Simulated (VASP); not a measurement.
# Si4Ge (I4/m) in VASP: single point with PBE

Aim: the single point of Si4Ge with PBE.

Program: VASP 6.6.1. These are calculated values, not measurements. Logs are shortened: lines on timing, memory, paths and dates and some standing lists are left out, and cuts for length are marked.

## (1) The cell of the first run

The structure is tetragonal, space group I4/m (No. 87). The conventional cell has a = 6.326 Å, b = 6.326 Å, c = 4.001 Å, α = 90.00°, β = 90.00°, γ = 90.00°. Within 3.7 Å of Si (site symmetry m) lie 9 Si at 2.83 Å and 3 Ge at 2.83 Å. Ge (site symmetry 4/m) has 12 Si at 2.83 Å within 3.7 Å.

## (2) Single point, PBE

Contents of INCAR:

```
SYSTEM = Si4Ge
ALGO = Normal
EDIFF = 1E-7
ENCUT = 520
GGA = PE
ISIF = 2
ISMEAR = 0
LASPH = .True.
LCHARG = .False.
LREAL = .False.
LWAVE = .False.
NBANDS = 23
NELM = 60
PREC = Accurate
SIGMA = 0.1
```

Contents of KPOINTS:

```
k-points
0
Gamma
  6 6 6
  0 0 0
```

Contents of POSCAR:

```
Si4Ge
1.0
   -3.1631799200      3.1631799200      2.0005706400
    3.1631799200     -3.1631799200      2.0005706400
    3.1631799200      3.1631799200     -2.0005706400
Si Ge
4 1
Direct
    0.1000000000      0.7000000000      0.8000000000
    0.9000000000      0.3000000000      0.2000000000
    0.7000000000      0.9000000000      0.6000000000
    0.3000000000      0.1000000000      0.4000000000
    0.5000000000      0.5000000000      0.0000000000
```

Potentials or basis: VASP PAW PBE potentials, release 64 (Si, Ge_d).

Launch:

```bash
> cat potpaw_PBE.64/Si/POTCAR potpaw_PBE.64/Ge_d/POTCAR > POTCAR
> mpirun -np 1 vasp_std > vasp.out
```

OUTCAR:

```text
SYSTEM = Si4Ge
   EDIFF = 1E-7
   ENCUT = 520
   GGA = PE
   ISIF = 2
   ISMEAR = 0
   LASPH = .True.
   LREAL = .False.
   NELM = 60
   PREC = Accurate

 ion  position               nearest neighbor table
   1  0.100  0.700  0.800-   3 2.83   2 2.83   5 2.83   4 2.83   5 2.83   4 2.83   2 2.83   3 2.83
                             5 2.83   4 2.83   3 2.83   2 2.83
   2  0.900  0.300  0.200-   4 2.83   1 2.83   5 2.83   3 2.83   3 2.83   5 2.83   4 2.83   1 2.83
                             5 2.83   3 2.83   4 2.83   1 2.83
   3  0.700  0.900  0.600-   1 2.83   5 2.83   2 2.83   4 2.83   4 2.83   4 2.83   5 2.83   5 2.83
                             2 2.83   1 2.83   2 2.83   1 2.83
   4  0.300  0.100  0.400-   2 2.83   5 2.83   1 2.83   3 2.83   3 2.83   3 2.83   5 2.83   5 2.83
                             1 2.83   2 2.83   1 2.83   2 2.83
   5  0.500  0.500  0.000-   3 2.83   4 2.83   2 2.83   1 2.83   3 2.83   4 2.83   4 2.83   3 2.83
                             1 2.83   2 2.83   2 2.83   1 2.83

  LATTYP: Found a body centered tetragonal cell.
 ALAT       =     6.3263598400
 C/A-ratio  =     0.6324555323

  Lattice vectors:

 A1 = (  -3.1631799200,   3.1631799200,   2.0005706400)
 A2 = (   3.1631799200,  -3.1631799200,   2.0005706400)
 A3 = (   3.1631799200,   3.1631799200,  -2.0005706400)

Analysis of symmetry for initial positions (statically):
=====================================================================
 Subroutine PRICEL returns:
 Original cell was already a primitive cell.

 Routine SETGRP: Setting up the symmetry group for a
 body centered tetragonal supercell.

 Subroutine GETGRP returns: Found  8 space group operations
 (whereof  8 operations were pure point group operations)
 out of a pool of 16 trial point group operations.

The static configuration has the point symmetry C_4h.

Analysis of symmetry for dynamics (positions and initial velocities):
=====================================================================
 Subroutine PRICEL returns:
 Original cell was already a primitive cell.

 Routine SETGRP: Setting up the symmetry group for a
 body centered tetragonal supercell.

 Subroutine GETGRP returns: Found  8 space group operations
 (whereof  8 operations were pure point group operations)
 out of a pool of 16 trial point group operations.

The dynamic configuration has the point symmetry C_4h.

 Subroutine INISYM returns: Found  8 space group operations
 (whereof  8 operations are pure point group operations),
 and found     1 'primitive' translations

----------------------------------------------------------------------------------------

                                     Primitive cell

  volume of cell :      80.0685

  direct lattice vectors                    reciprocal lattice vectors
    -3.163179920  3.163179920  2.000570640     0.000000000  0.158068783  0.249928690
     3.163179920 -3.163179920  2.000570640     0.158068783  0.000000000  0.249928690
     3.163179920  3.163179920 -2.000570640     0.158068783  0.158068783  0.000000000

  length of vectors
     4.900377261  4.900377261  4.900377261     0.295719614  0.295719614  0.223543017

  position of ions in fractional coordinates (direct lattice)
     0.100000000  0.700000000  0.800000000
     0.900000000  0.300000000  0.200000000
     0.700000000  0.900000000  0.600000000
     0.300000000  0.100000000  0.400000000
     0.500000000  0.500000000  0.000000000

  ion indices of the primitive-cell ions
   primitive index   ion index
                 1           1
                 2           2
                 3           3
                 4           4
                 5           5

----------------------------------------------------------------------------------------

 KPOINTS: k-points

Automatic generation of k-mesh.
 Grid dimensions read from file:
 generate k-points for:    6    6    6

 Generating k-lattice:

  Cartesian coordinates                     Fractional coordinates (reciprocal lattice)
     0.000000000  0.026344797  0.041654782     0.166666667 -0.000000000  0.000000000
     0.026344797  0.000000000  0.041654782    -0.000000000  0.166666667  0.000000000
     0.026344797  0.026344797  0.000000000     0.000000000  0.000000000  0.166666667

  Length of vectors
     0.049286602  0.049286602  0.037257169

  Shift w.r.t. Gamma in fractional coordinates (k-lattice)
     0.000000000  0.000000000  0.000000000

 Subroutine IBZKPT returns following result:
 ===========================================

 Found     36 irreducible k-points:

 Following reciprocal coordinates:
            Coordinates               Weight
  0.000000  0.000000  0.000000      1.000000
  0.166667  0.000000  0.000000      8.000000
  0.333333 -0.000000  0.000000      8.000000
  0.500000 -0.000000  0.000000      4.000000
  0.166667  0.166667  0.000000      8.000000
  0.333333  0.166667  0.000000      8.000000
[... 16 lines left out ...]
 -0.333333  0.333333 -0.166667      4.000000
 -0.166667  0.333333  0.166667      8.000000
 [... further k-points ...]
   k-points           NKPTS =     36   k-points in BZ     NKDIM =     36   number of bands    NBANDS=     23
   number of dos      NEDOS =    301   number of ions     NIONS =      5
   total plane-waves  NPLWV =  46656
   dimension x,y,z NGX =    36 NGY =   36 NGZ =   36
   dimension x,y,z NGXF=    72 NGYF=   72 NGZF=   72
   ions per type =               4   1
   NGX,Y,Z   is equivalent  to a cutoff of  12.21, 12.21, 12.21 a.u.
   NGXF,Y,Z  is equivalent  to a cutoff of  24.43, 24.43, 24.43 a.u.
 SYSTEM =  Si4Ge
   PREC   = accura    normal or accurate (medium, high low for compatibility)
   ISTART =      0    job   : 0-new  1-cont  2-samecut
   ICHARG =      2    charge: 1-file 2-atom 10-const
   ISPIN  =      1    spin polarized calculation?
   LNONCOLLINEAR =      F non collinear calculations
   LSORBIT =      F    spin-orbit coupling
   LASPH  =      T    aspherical Exc in radial PAW
   ENCUT  =  520.0 eV  38.22 Ry    6.18 a.u.   9.11  9.11  9.11*2*pi/ulx,y,z
   NELM   =     60;   NELMIN=  2; NELMDL= -5     # of ELM steps
   EDIFF  = 0.1E-06   stopping-criterion for ELM
   LREAL  =      F    real-space projection
   EDIFFG = 0.1E-05   stopping-criterion for IOM
   NSW    =      0    number of steps for IOM
   IBRION =     -1    ionic relax: 0-MD 1-quasi-New 2-CG
   NFREE  =      0    steps in history (QN), initial steepest desc. (CG)
   ISIF   =      2    stress and relaxation
   ISYM   =      2    0-nonsym 1-usesym 2-fastsym
   POTIM  = 0.5000    time-step for ionic-motion
   TEBEG  =    0.0;   TEEND  =   0.0 temperature during run
   PSTRESS=    0.0 pullay stress
   NELECT =      30.0000    total number of electrons
   NUPDOWN=      -1.0000    fix difference up-down
   EMIN   =  10.00;   EMAX   =-10.00  energy-range for DOS
   EFERMI =   0.00;   METHOD = LEGACY
   ISMEAR =     0;   SIGMA  =   0.10  broadening in eV -4-tet -1-fermi 0-gaus
   EFERMI_NEDOS =   21; number of points for ismear=-14 and -15
   IALGO  =     38    algorithm
   IMIX   =      4    mixing-type and parameters
     AMIX     =   0.40;   BMIX     =  1.00
     AMIX_MAG =   1.60;   BMIX_MAG =  1.00
  volume/ion in A,a.u.               =      16.01       108.07
  Fermi-wavevector in a.u.,A,eV,Ry     =   1.180216  2.230284 18.951676  1.392909
  Thomas-Fermi vector in A             =   2.316512
   LORBIT       =      0    0 simple, 1 ext, 2 COOP (PROOUT), +10 PAW based schemes
   GGA     = PE    functional components
   LHFCALC =     F    Hartree Fock is set to
   AEXX    =    0.0000 exact exchange contribution
   IVDW    =     0    specifies the selected vdW correction
   LEPSILON=     F    determine dielectric tensor
   LRPA    =     F    only Hartree local field effects (RPA)
 non-spin polarized calculation
 Gauss-broadening in eV      SIGMA  =   0.10
  energy-cutoff  :      520.00
  volume of cell :       80.07
 maximum number of plane-waves:      2178
   NGX = 19   NGY = 19   NGZ = 19

 number of electron      29.9999998 magnetization

 Free energy of the ion-electron system (eV)
  ---------------------------------------------------
  ext. energy  EPLUGINS =         0.00000000
  ---------------------------------------------------
  free energy    TOTEN  =       -23.30667757 eV

  energy without entropy =      -23.29230188  energy(sigma->0) =      -23.29948972

 E-fermi :   8.8539     XC(G=0): -11.0632

 val. band max:        8.8333233820   @ k =  -0.1667   0.1667   0.0000
 cond. band min:       8.8746490680   @ k =   0.5000  -0.0000   0.0000
 fundamental gap:      0.0413256860
 Fermi energy:         8.8539367419

 k-point     1 :       0.0000    0.0000    0.0000
  band No.  band energies     occupation
      1     -15.9415      2.00000
      2     -15.9388      2.00000
      3     -15.9388      2.00000
      4     -15.9376      2.00000
      5     -15.9353      2.00000
      6      -4.9482      2.00000
[... 15 lines left out ...]
     22       9.9075      0.00000
     23      18.9384      0.00000

 k-point     2 :       0.1667    0.0000    0.0000
  band No.  band energies     occupation
      1     -15.9412      2.00000
      2     -15.9395      2.00000
      3     -15.9395      2.00000
      4     -15.9359      2.00000
      5     -15.9352      2.00000
      6      -4.5942      2.00000
[... 15 lines left out ...]
     22      12.2221      0.00000
     23      16.0762      0.00000

 k-point     3 :       0.3333   -0.0000    0.0000
  band No.  band energies     occupation
      1     -15.9414      2.00000
      2     -15.9409      2.00000
      3     -15.9402      2.00000
      4     -15.9350      2.00000
      5     -15.9324      2.00000
      6      -3.5363      2.00000
[... 15 lines left out ...]
     22      14.0670      0.00000
     23      14.3815      0.00000

 k-point     4 :       0.5000   -0.0000    0.0000
  band No.  band energies     occupation
      1     -15.9420      2.00000
      2     -15.9416      2.00000
      3     -15.9400      2.00000
      4     -15.9349      2.00000
      5     -15.9307      2.00000
      6      -1.9321      2.00000
[... 15 lines left out ...]
     22      15.4267      0.00000
     23      15.4821      0.00000

 k-point     5 :       0.1667    0.1667    0.0000
  band No.  band energies     occupation
      1     -15.9413      2.00000
      2     -15.9410      2.00000
      3     -15.9404      2.00000
      4     -15.9351      2.00000
      5     -15.9324      2.00000
      6      -3.7366      2.00000
[... 15 lines left out ...]
     22      13.5978      0.00000
     23      14.4339      0.00000

 k-point     6 :       0.3333    0.1667    0.0000
  band No.  band energies     occupation
      1     -15.9419      2.00000
      2     -15.9416      2.00000
      3     -15.9402      2.00000
      4     -15.9349      2.00000
      5     -15.9307      2.00000
      6      -2.1978      2.00000
[... 15 lines left out ...]
     22      14.8681      0.00000
     23      15.1409      0.00000

 k-point     7 :      -0.1667   -0.3333   -0.0000
  band No.  band energies     occupation
      1     -15.9419      2.00000
      2     -15.9416      2.00000
      3     -15.9402      2.00000
      4     -15.9349      2.00000
      5     -15.9307      2.00000
      6      -2.1980      2.00000
[... 353 lines left out ...]
     22      14.1247      0.00000
     23      16.4780      0.00000

 k-point    21 :       0.3333    0.3333    0.1667
  band No.  band energies     occupation
      1     -15.9410      2.00000
      2     -15.9406      2.00000
      3     -15.9406      2.00000
      4     -15.9350      2.00000
      5     -15.9325      2.00000
      6      -2.3071      2.00000
[... 15 lines left out ...]
     22      14.4323      0.00000
     23      14.5260      0.00000

 k-point    22 :      -0.3333    0.3333    0.1667
  band No.  band energies     occupation
      1     -15.9408      2.00000
      2     -15.9387      2.00000
      3     -15.9383      2.00000
      4     -15.9378      2.00000
      5     -15.9353      2.00000
      6      -3.9429      2.00000
[... 15 lines left out ...]
     22      14.6355      0.00000
     23      15.3455      0.00000

 k-point    23 :      -0.3333    0.3333   -0.1667
  band No.  band energies     occupation
      1     -15.9408      2.00000
      2     -15.9387      2.00000
      3     -15.9383      2.00000
      4     -15.9378      2.00000
      5     -15.9353      2.00000
      6      -3.9431      2.00000
[... 15 lines left out ...]
     22      14.0204      0.00000
     23      14.1308      0.00000

 k-point    24 :      -0.1667    0.3333    0.1667
  band No.  band energies     occupation
      1     -15.9408      2.00000
      2     -15.9393      2.00000
      3     -15.9392      2.00000
      4     -15.9360      2.00000
      5     -15.9352      2.00000
      6      -3.7901      2.00000
[... 15 lines left out ...]
     22      12.6514      0.00000
     23      15.5549      0.00000

 [... further k-points ...]
[... 5 lines left out ...]
  --------------------------------------------------------------------------------------
  -------------------------------------------------------------------------------------
  Total       -1.3283476     -1.3283476     -1.0739028      0.0000000     -0.0000000      0.0000000
  in kB      -26.5803468    -26.5803468    -21.4888851      0.0000000     -0.0000000      0.0000000
  external PRESSURE =     -24.8831929 kB  Pullay stress =       0.0000000 kB

 VOLUME and BASIS-vectors are now :
 -----------------------------------------------------------------------------
  energy-cutoff  :      520.00
  volume of cell :       80.07
      direct lattice vectors                 reciprocal lattice vectors
    -3.163179920  3.163179920  2.000570640     0.000000000  0.158068783  0.249928690
     3.163179920 -3.163179920  2.000570640     0.158068783  0.000000000  0.249928690
     3.163179920  3.163179920 -2.000570640     0.158068783  0.158068783  0.000000000

 POSITION                                       TOTAL-FORCE (eV/Angst)
 -----------------------------------------------------------------------------------
      4.42845      0.63264      0.00000        -0.179879     -0.115629      0.000000
     -1.26527      2.53054      2.00057         0.179879      0.115629     -0.000000
      2.53054      1.26527      2.00057         0.115629     -0.179879     -0.000000
      0.63264      1.89791      0.00000        -0.115629      0.179879      0.000000
      0.00000      0.00000      2.00057        -0.000000      0.000000     -0.000000
 -----------------------------------------------------------------------------------
    total drift:                                0.000000     -0.000000      0.000000

  FREE ENERGIE OF THE ION-ELECTRON SYSTEM (eV)
  ---------------------------------------------------
  free  energy   TOTEN  =       -23.3066775660 eV

  energy  without entropy=      -23.2923018839  energy(sigma->0) =      -23.29948972
```

It took 48 s on 1 thread of Intel Xeon Platinum 8259CL at 2.50GHz (Skylake/Cascade Lake), shared host; peak memory 0.23 GiB.

Results:

```
Free energy            : -23.3067 eV
Pressure               : -2.5 GPa
Largest force          : 0.214 eV/Å
Band gap on the k mesh : zero (band 15 reaches 10.95 eV, above the bottom of band 16 at 7.69 eV)
```

Forces in eV/Å, atoms in the order of the input:
```
Si  -0.180 -0.116  0.000
Si   0.180  0.116  0.000
Si   0.116 -0.180  0.000
Si  -0.116  0.180  0.000
Ge   0.000  0.000  0.000
```

Stress tensor (GPa, compression positive):
```
-2.66  0.00  0.00
 0.00 -2.66  0.00
 0.00  0.00 -2.15
```
